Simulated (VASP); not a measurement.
A run of VASP 6.6.1 is set up as follows.

The input INCAR:

```
SYSTEM = MnO
PREC     = Accurate       ! precision mode
ENCUT    = 520            ! plane-wave cutoff, eV
EDIFF    = 1E-7           ! SCF threshold, eV
ISMEAR   = -1             ! smearing method
SIGMA    = 0.05           ! smearing width, eV
LREAL    = .False.        ! projectors in reciprocal space
LASPH    = .True.         ! aspherical terms in the spheres
NELM     = 150            ! most SCF steps
ALGO     = Normal         ! electronic algorithm
ISIF     = 2              ! what is computed and relaxed
LWAVE    = .False.        ! write WAVECAR
LCHARG   = .False.        ! write CHGCAR
ISPIN    = 2              ! spin polarisation
MAGMOM   = 4 0            ! initial moments
LORBIT   = 11             ! projections on sites
LMAXMIX  = 4              ! l up to which the mixer works
LDAU     = .True.         ! DFT+U
LDAUTYPE = 2            
LDAUL    = 2 -1           ! shell
LDAUU    = 2 0            ! U, eV
LDAUJ    = 0 0          
LDAUPRINT= 1            
GGA      = PS             ! functional
NBANDS   = 20             ! bands
```

Contents of KPOINTS:

```
Automatic mesh
0
Gamma
  10 10 10
  0 0 0
```

POSCAR

```
MnO
1.0
    0.0000000000      2.2239077028      2.2239077028
    2.2239077028      0.0000000000      2.2239077028
    2.2239077028      2.2239077028      0.0000000000
Mn O
1 1
Direct
    0.0000000000      0.0000000000      0.0000000000
    0.5000000000      0.5000000000      0.5000000000
```

Potentials or basis: VASP PAW PBE potentials, release 64 (Mn_pv, O).

Run with:

```console
$ cat potpaw_PBE.64/Mn_pv/POTCAR potpaw_PBE.64/O/POTCAR > POTCAR
$ mpirun -np 1 vasp_std > vasp.out
```

Predict the net moment.

5.00 μB per cell.

Estimate the band gap on the k mesh.

zero (filled and empty bands overlap).

What does it give for the site moments?

Mn +4.55; O +0.19 μB.

What does it give for the pressure?

-0.3 GPa.

Eigenvalues of the final occupation matrices:
| site | spin | trace | eigenvalues |
| --- | --- | --- | --- |
| site 1 d | 1 | 4.74 | 0.93 0.93 0.93 0.97 0.97 |
| site 1 d | 2 | 0.24 | 0.02 0.02 0.02 0.08 0.08 |

Caveat: the PAW data sets were made with another functional, which shifts forces and pressure a little; a cell with one magnetic atom can't hold antiferromagnetic order, which such compounds often take. The state reached can hang on the start; a lower one may exist.
